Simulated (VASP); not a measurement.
# TcAu (Pm-3m) in VASP: further runs

TcAu is run at these levels: LDA; tasks: single point.

Program: VASP 6.6.1. These are calculated values, not measurements. Logs are shortened: lines on timing, memory, paths and dates and some standing lists are left out, and cuts for length are marked.

### Step 1. The cell of the first run

It takes space group Pm-3m (No. 221, cubic). Conventional cell: a = 3.109 Å, b = 3.109 Å, c = 3.109 Å, α = 90.00°, β = 90.00°, γ = 90.00°. Au (site symmetry m-3m) has 8 Tc at 2.69 Å and 6 Au at 3.11 Å within 3.5 Å. Within 3.5 Å of Tc (site symmetry m-3m) lie 8 Au at 2.69 Å and 6 Tc at 3.11 Å.

### Step 2. Single point, LDA

Input file INCAR:

```
ALGO = Normal
EDIFF = 1E-7
ENCUT = 520
ISIF = 2
ISMEAR = 0
LASPH = True
LCHARG = False
LREAL = False
LWAVE = False
NBANDS = 19
NELM = 80
PREC = Accurate
SIGMA = 0.05
```

Input file KPOINTS:

```
k-points
0
Gamma
  7 7 7
```

Input file POSCAR:

```
TcAu
1.0
    3.1085907610      0.0000000000      0.0000000000
    0.0000000000      3.1085907610      0.0000000000
    0.0000000000      0.0000000000      3.1085907610
Au Tc
1 1
Direct
    0.0000000000      0.0000000000      0.0000000000
    0.5000000000      0.5000000000      0.5000000000
```

Potentials or basis: VASP PAW LDA potentials, release 64 (Au, Tc_pv).

The run is started by

```console
$ cat potpaw_LDA.64/Au/POTCAR potpaw_LDA.64/Tc_pv/POTCAR > POTCAR
$ mpirun -np 1 vasp_std > vasp.out
```

OUTCAR:

```text
EDIFF = 1E-7
   ENCUT = 520
   ISIF = 2
   ISMEAR = 0
   LASPH = True
   LREAL = False
   NELM = 80
   PREC = Accurate

 ion  position               nearest neighbor table
   1  0.000  0.000  0.000-   2 2.69   2 2.69   2 2.69   2 2.69   2 2.69   2 2.69   2 2.69   2 2.69

   2  0.500  0.500  0.500-   1 2.69   1 2.69   1 2.69   1 2.69   1 2.69   1 2.69   1 2.69   1 2.69

  LATTYP: Found a simple cubic cell.
 ALAT       =     3.1085907610

  Lattice vectors:

 A1 = (   3.1085907610,   0.0000000000,   0.0000000000)
 A2 = (   0.0000000000,   3.1085907610,   0.0000000000)
 A3 = (   0.0000000000,   0.0000000000,   3.1085907610)

Analysis of symmetry for initial positions (statically):
=====================================================================
 Subroutine PRICEL returns:
 Original cell was already a primitive cell.

 Routine SETGRP: Setting up the symmetry group for a
 simple cubic supercell.

 Subroutine GETGRP returns: Found 48 space group operations
 (whereof 48 operations were pure point group operations)
 out of a pool of 48 trial point group operations.

The static configuration has the point symmetry O_h .

Analysis of symmetry for dynamics (positions and initial velocities):
=====================================================================
 Subroutine PRICEL returns:
 Original cell was already a primitive cell.

 Routine SETGRP: Setting up the symmetry group for a
 simple cubic supercell.

 Subroutine GETGRP returns: Found 48 space group operations
 (whereof 48 operations were pure point group operations)
 out of a pool of 48 trial point group operations.

The dynamic configuration has the point symmetry O_h .

 Subroutine INISYM returns: Found 48 space group operations
 (whereof 48 operations are pure point group operations),
 and found     1 'primitive' translations

----------------------------------------------------------------------------------------

                                     Primitive cell

  volume of cell :      30.0394

  direct lattice vectors                    reciprocal lattice vectors
     3.108590761  0.000000000  0.000000000     0.321689176  0.000000000  0.000000000
     0.000000000  3.108590761  0.000000000     0.000000000  0.321689176  0.000000000
     0.000000000  0.000000000  3.108590761     0.000000000  0.000000000  0.321689176
[... 74 lines left out ...]
   LNONCOLLINEAR =      F non collinear calculations
   LSORBIT =      F    spin-orbit coupling
   LASPH  =      T    aspherical Exc in radial PAW
   ENCUT  =  520.0 eV  38.22 Ry    6.18 a.u.   5.78  5.78  5.78*2*pi/ulx,y,z
   NELM   =     80;   NELMIN=  2; NELMDL= -5     # of ELM steps
   EDIFF  = 0.1E-06   stopping-criterion for ELM
   LREAL  =      F    real-space projection
   EDIFFG = 0.1E-05   stopping-criterion for IOM
   NSW    =      0    number of steps for IOM
   IBRION =     -1    ionic relax: 0-MD 1-quasi-New 2-CG
   NFREE  =      0    steps in history (QN), initial steepest desc. (CG)
   ISIF   =      2    stress and relaxation
   ISYM   =      2    0-nonsym 1-usesym 2-fastsym
   POTIM  = 0.5000    time-step for ionic-motion
   TEBEG  =    0.0;   TEEND  =   0.0 temperature during run
   PSTRESS=    0.0 pullay stress
   NELECT =      24.0000    total number of electrons
   NUPDOWN=      -1.0000    fix difference up-down
   EMIN   =  10.00;   EMAX   =-10.00  energy-range for DOS
   EFERMI =   0.00;   METHOD = LEGACY
   ISMEAR =     0;   SIGMA  =   0.05  broadening in eV -4-tet -1-fermi 0-gaus
   EFERMI_NEDOS =   21; number of points for ismear=-14 and -15
   IALGO  =     38    algorithm
   IMIX   =      4    mixing-type and parameters
     AMIX     =   0.40;   BMIX     =  1.00
     AMIX_MAG =   1.60;   BMIX_MAG =  1.00
  volume/ion in A,a.u.               =      15.02       101.36
  Fermi-wavevector in a.u.,A,eV,Ry     =   1.519084  2.870652 31.397011  2.307615
  Thomas-Fermi vector in A             =   2.628117
   LORBIT       =      0    0 simple, 1 ext, 2 COOP (PROOUT), +10 PAW based schemes
   GGA     = CA    functional components
   LHFCALC =     F    Hartree Fock is set to
   AEXX    =    0.0000 exact exchange contribution
   IVDW    =     0    specifies the selected vdW correction
   LEPSILON=     F    determine dielectric tensor
   LRPA    =     F    only Hartree local field effects (RPA)
 non-spin polarized calculation
 Gauss-broadening in eV      SIGMA  =   0.05
  energy-cutoff  :      520.00
  volume of cell :       30.04
 maximum number of plane-waves:       819
 NGX is ok and might be reduce to    24
   NGX = 11   NGY = 11   NGZ = 11

 number of electron      23.9999991 magnetization

 Free energy of the ion-electron system (eV)
  ---------------------------------------------------
  ext. energy  EPLUGINS =         0.00000000
  ---------------------------------------------------
  free energy    TOTEN  =       -14.98694798 eV

  energy without entropy =      -14.98219672  energy(sigma->0) =      -14.98457235

 E-fermi :  11.6400     XC(G=0): -13.7476

 val. band max:       11.6159967020   @ k =   0.4286   0.4286   0.0000
 cond. band min:      11.6608925417   @ k =   0.4286   0.2857   0.2857
 fundamental gap:      0.0448958397
 Fermi energy:        11.6400178878

 k-point     1 :       0.0000    0.0000    0.0000
  band No.  band energies     occupation
      1     -26.9533      2.00000
      2     -26.9533      2.00000
      3     -26.9533      2.00000
      4       2.1953      2.00000
      5       4.4914      2.00000
      6       4.4914      2.00000
[... 417 lines left out ...]
      6       5.7788      2.00000
[... 11 lines left out ...]
     18      21.5908      0.00000
     19      22.7299      0.00000

------------------------ aborting loop because EDIFF is reached ----------------------------------------

  FORCE on cell =-STRESS in cart. coord.  units (eV):
  Direction    XX          YY          ZZ          XY          YZ          ZX
  --------------------------------------------------------------------------------------
  -------------------------------------------------------------------------------------
  Total        0.5595618      0.5595618      0.5595618     -0.0000000     -0.0000000     -0.0000000
  in kB       29.8447506     29.8447506     29.8447506     -0.0000000     -0.0000000     -0.0000000
  external PRESSURE =      29.8447506 kB  Pullay stress =       0.0000000 kB

 VOLUME and BASIS-vectors are now :
 -----------------------------------------------------------------------------
  energy-cutoff  :      520.00
  volume of cell :       30.04
      direct lattice vectors                 reciprocal lattice vectors
     3.108590761  0.000000000  0.000000000     0.321689176  0.000000000  0.000000000
     0.000000000  3.108590761  0.000000000     0.000000000  0.321689176  0.000000000
     0.000000000  0.000000000  3.108590761     0.000000000  0.000000000  0.321689176

 POSITION                                       TOTAL-FORCE (eV/Angst)
 -----------------------------------------------------------------------------------
      0.00000      0.00000      0.00000         0.000000      0.000000      0.000000
      1.55430      1.55430      1.55430         0.000000      0.000000      0.000000
 -----------------------------------------------------------------------------------
    total drift:                                0.000000      0.000000     -0.000000

  FREE ENERGIE OF THE ION-ELECTRON SYSTEM (eV)
  ---------------------------------------------------
  free  energy   TOTEN  =       -14.9869479776 eV

  energy  without entropy=      -14.9821967152  energy(sigma->0) =      -14.98457235
```

OSZICAR:

```text
N       E                     dE             d eps       ncg     rms          rms(c)
DAV:   1     0.213374170099E+03    0.21337E+03   -0.14169E+04   776   0.128E+03
DAV:   2    -0.114069426757E+02   -0.22478E+03   -0.21934E+03   809   0.344E+02
DAV:   3    -0.163183743866E+02   -0.49114E+01   -0.48692E+01   867   0.550E+01
DAV:   4    -0.163446679907E+02   -0.26294E-01   -0.26291E-01   835   0.430E+00
DAV:   5    -0.163449378583E+02   -0.26987E-03   -0.26986E-03   845   0.441E-01    0.171E+01
DAV:   6    -0.151296089464E+02    0.12153E+01   -0.23617E+00   820   0.151E+01    0.840E+00
DAV:   7    -0.150277509386E+02    0.10186E+00   -0.61415E-01   838   0.611E+00    0.277E+00
DAV:   8    -0.149941344955E+02    0.33616E-01   -0.11326E-01   822   0.354E+00    0.236E+00
DAV:   9    -0.149871032003E+02    0.70313E-02   -0.66937E-03   817   0.776E-01    0.361E-01
DAV:  10    -0.149869441490E+02    0.15905E-03   -0.13765E-04   879   0.133E-01    0.403E-02
DAV:  11    -0.149869480851E+02   -0.39361E-05   -0.68105E-06   840   0.237E-02    0.462E-03
DAV:  12    -0.149869479830E+02    0.10211E-06   -0.53360E-07   768   0.588E-03    0.133E-03
DAV:  13    -0.149869479776E+02    0.53942E-08   -0.20516E-08   446   0.124E-03
   1 F= -.14986948E+02 E0= -.14984572E+02  d E =-.475126E-02
```

It took 3.6 s on 1 thread of Intel Xeon 6975P-C (Granite Rapids), shared host; peak memory 0.13 GiB.

What came out:

| Quantity | Value |
| --- | --- |
| Free energy | -14.9869 eV |
| Pressure | 3.0 GPa |
| Band gap on the k mesh | zero (band 12 reaches 13.07 eV, above the bottom of band 13 at 10.40 eV) |

Levels at points of the mesh, in eV from the Fermi level:
| k point | band 9 | band 10 | band 11 | band 12 | band 13 | band 14 | band 15 | band 16 |
| --- | --- | --- | --- | --- | --- | --- | --- | --- |
| (0.00, 0.00, 0.00) | -4.65 | -0.77 | -0.77 | 1.43 | 1.43 | 1.43 | 7.79 | 7.79 |

Caveat: spin-orbit coupling is left out, which moves the levels of the heavy elements.

### Step 3. Single point, LDA

This run uses another cell than the first one, of 15.32 Å³/atom, 1.020 times its volume.

Input file INCAR:

```
SYSTEM = TcAu
PREC = Accurate
ENCUT = 520
EDIFF = 1E-7
ISMEAR = 0
SIGMA = 0.05
LREAL = .FALSE.
LASPH = .TRUE.
NELM = 100
ALGO = Normal
ISIF = 2
LWAVE = .FALSE.
LCHARG = .FALSE.
GGA = CA
NBANDS = 19
```

Input file KPOINTS:

```
regular mesh
0
G
  7 7 7
  0 0 0
```

Input file POSCAR:

```
TcAu
1.0
    3.1293846285      0.0000000000      0.0000000000
    0.0000000000      3.1293846285      0.0000000000
    0.0000000000      0.0000000000      3.1293846285
Au Tc
1 1
Direct
    0.0000000000      0.0000000000      0.0000000000
    0.5000000000      0.5000000000      0.5000000000
```

Potentials or basis: VASP PAW LDA potentials, release 64 (Au, Tc_pv).

The run is started by

```console
$ cat potpaw_LDA.64/Au/POTCAR potpaw_LDA.64/Tc_pv/POTCAR > POTCAR
$ mpirun -np 1 vasp_std > vasp.out
```

OUTCAR:

```text
SYSTEM = TcAu
   PREC = Accurate
   ENCUT = 520
   EDIFF = 1E-7
   ISMEAR = 0
   LREAL = .FALSE.
   LASPH = .TRUE.
   NELM = 100
   ISIF = 2
   GGA = CA

 ion  position               nearest neighbor table
   1  0.000  0.000  0.000-   2 2.71   2 2.71   2 2.71   2 2.71   2 2.71   2 2.71   2 2.71   2 2.71

   2  0.500  0.500  0.500-   1 2.71   1 2.71   1 2.71   1 2.71   1 2.71   1 2.71   1 2.71   1 2.71

  LATTYP: Found a simple cubic cell.
 ALAT       =     3.1293846285

  Lattice vectors:

 A1 = (   3.1293846285,   0.0000000000,   0.0000000000)
 A2 = (   0.0000000000,   3.1293846285,   0.0000000000)
 A3 = (   0.0000000000,   0.0000000000,   3.1293846285)

Analysis of symmetry for initial positions (statically):
=====================================================================
 Subroutine PRICEL returns:
 Original cell was already a primitive cell.

 Routine SETGRP: Setting up the symmetry group for a
 simple cubic supercell.

 Subroutine GETGRP returns: Found 48 space group operations
 (whereof 48 operations were pure point group operations)
 out of a pool of 48 trial point group operations.

The static configuration has the point symmetry O_h .

Analysis of symmetry for dynamics (positions and initial velocities):
=====================================================================
 Subroutine PRICEL returns:
 Original cell was already a primitive cell.

 Routine SETGRP: Setting up the symmetry group for a
 simple cubic supercell.

 Subroutine GETGRP returns: Found 48 space group operations
 (whereof 48 operations were pure point group operations)
 out of a pool of 48 trial point group operations.

The dynamic configuration has the point symmetry O_h .

 Subroutine INISYM returns: Found 48 space group operations
 (whereof 48 operations are pure point group operations),
 and found     1 'primitive' translations

[... 106 lines left out ...]
   IALGO  =     38    algorithm
   IMIX   =      4    mixing-type and parameters
     AMIX     =   0.40;   BMIX     =  1.00
     AMIX_MAG =   1.60;   BMIX_MAG =  1.00
  volume/ion in A,a.u.               =      15.32       103.41
  Fermi-wavevector in a.u.,A,eV,Ry     =   1.508990  2.851577 30.981148  2.277050
  Thomas-Fermi vector in A             =   2.619371
   LORBIT       =      0    0 simple, 1 ext, 2 COOP (PROOUT), +10 PAW based schemes
   GGA     = CA    functional components
   LHFCALC =     F    Hartree Fock is set to
   AEXX    =    0.0000 exact exchange contribution
   IVDW    =     0    specifies the selected vdW correction
   LEPSILON=     F    determine dielectric tensor
   LRPA    =     F    only Hartree local field effects (RPA)
 non-spin polarized calculation
 Gauss-broadening in eV      SIGMA  =   0.05
  energy-cutoff  :      520.00
  volume of cell :       30.65
 maximum number of plane-waves:       846
 NGX is ok and might be reduce to    24
   NGX = 11   NGY = 11   NGZ = 11

 number of electron      23.9999992 magnetization

 Free energy of the ion-electron system (eV)
  ---------------------------------------------------
  ext. energy  EPLUGINS =         0.00000000
  ---------------------------------------------------
  free energy    TOTEN  =       -14.98861719 eV

  energy without entropy =      -14.98356317  energy(sigma->0) =      -14.98609018

 E-fermi :  11.2903     XC(G=0): -13.6306

 val. band max:       11.2737104360   @ k =   0.4286   0.4286   0.0000
 cond. band min:      11.3117542807   @ k =   0.4286   0.2857   0.2857
 fundamental gap:      0.0380438447
 Fermi energy:        11.2903253826

 k-point     1 :       0.0000    0.0000    0.0000
  band No.  band energies     occupation
      1     -27.3029      2.00000
      2     -27.3029      2.00000
      3     -27.3029      2.00000
      4       2.0058      2.00000
      5       4.3224      2.00000
      6       4.3224      2.00000
[... 417 lines left out ...]
      6       5.5437      2.00000
[... 11 lines left out ...]
     18      21.0560      0.00000
     19      22.2116      0.00000

------------------------ aborting loop because EDIFF is reached ----------------------------------------

  FORCE on cell =-STRESS in cart. coord.  units (eV):
  Direction    XX          YY          ZZ          XY          YZ          ZX
  --------------------------------------------------------------------------------------
  -------------------------------------------------------------------------------------
  Total       -0.4477127     -0.4477127     -0.4477127      0.0000000      0.0000000     -0.0000000
  in kB      -23.4063220    -23.4063220    -23.4063220      0.0000000      0.0000000     -0.0000000
  external PRESSURE =     -23.4063220 kB  Pullay stress =       0.0000000 kB

 VOLUME and BASIS-vectors are now :
 -----------------------------------------------------------------------------
  energy-cutoff  :      520.00
  volume of cell :       30.65
      direct lattice vectors                 reciprocal lattice vectors
     3.129384628  0.000000000  0.000000000     0.319551643  0.000000000  0.000000000
     0.000000000  3.129384628  0.000000000     0.000000000  0.319551643  0.000000000
     0.000000000  0.000000000  3.129384628     0.000000000  0.000000000  0.319551643

 POSITION                                       TOTAL-FORCE (eV/Angst)
 -----------------------------------------------------------------------------------
      0.00000      0.00000      0.00000         0.000000      0.000000      0.000000
      1.56469      1.56469      1.56469         0.000000      0.000000      0.000000
 -----------------------------------------------------------------------------------
    total drift:                                0.000000      0.000000     -0.000000

  FREE ENERGIE OF THE ION-ELECTRON SYSTEM (eV)
  ---------------------------------------------------
  free  energy   TOTEN  =       -14.9886171857 eV

  energy  without entropy=      -14.9835631712  energy(sigma->0) =      -14.98609018
```

OSZICAR:

```text
N       E                     dE             d eps       ncg     rms          rms(c)
DAV:   1     0.215831575545E+03    0.21583E+03   -0.14099E+04   768   0.127E+03
DAV:   2    -0.117784611716E+02   -0.22761E+03   -0.22204E+03   823   0.342E+02
DAV:   3    -0.163295010968E+02   -0.45510E+01   -0.45217E+01   888   0.532E+01
DAV:   4    -0.163539507651E+02   -0.24450E-01   -0.24447E-01   851   0.417E+00
DAV:   5    -0.163542130012E+02   -0.26224E-03   -0.26223E-03   849   0.432E-01    0.164E+01
DAV:   6    -0.151225701679E+02    0.12316E+01   -0.24426E+00   805   0.151E+01    0.789E+00
DAV:   7    -0.150256041658E+02    0.96966E-01   -0.56015E-01   838   0.571E+00    0.271E+00
DAV:   8    -0.149958884101E+02    0.29716E-01   -0.10414E-01   811   0.334E+00    0.234E+00
DAV:   9    -0.149887659708E+02    0.71224E-02   -0.66294E-03   826   0.761E-01    0.345E-01
DAV:  10    -0.149886136798E+02    0.15229E-03   -0.13277E-04   875   0.129E-01    0.383E-02
DAV:  11    -0.149886173383E+02   -0.36585E-05   -0.69566E-06   847   0.243E-02    0.490E-03
DAV:  12    -0.149886171935E+02    0.14482E-06   -0.84179E-07   820   0.736E-03    0.138E-03
DAV:  13    -0.149886171857E+02    0.77880E-08   -0.23664E-08   461   0.126E-03
   1 F= -.14988617E+02 E0= -.14986090E+02  d E =-.505401E-02
```

It took 3.7 s on 1 thread of Intel Xeon 6975P-C (Granite Rapids), shared host; peak memory 0.13 GiB.

Results:

* Free energy: -14.9886 eV
* Pressure: -2.3 GPa
* Band gap on the k mesh: zero (band 12 reaches 12.66 eV, above the bottom of band 13 at 10.10 eV)

Caveat: spin-orbit coupling is left out, which moves the levels of the heavy elements.
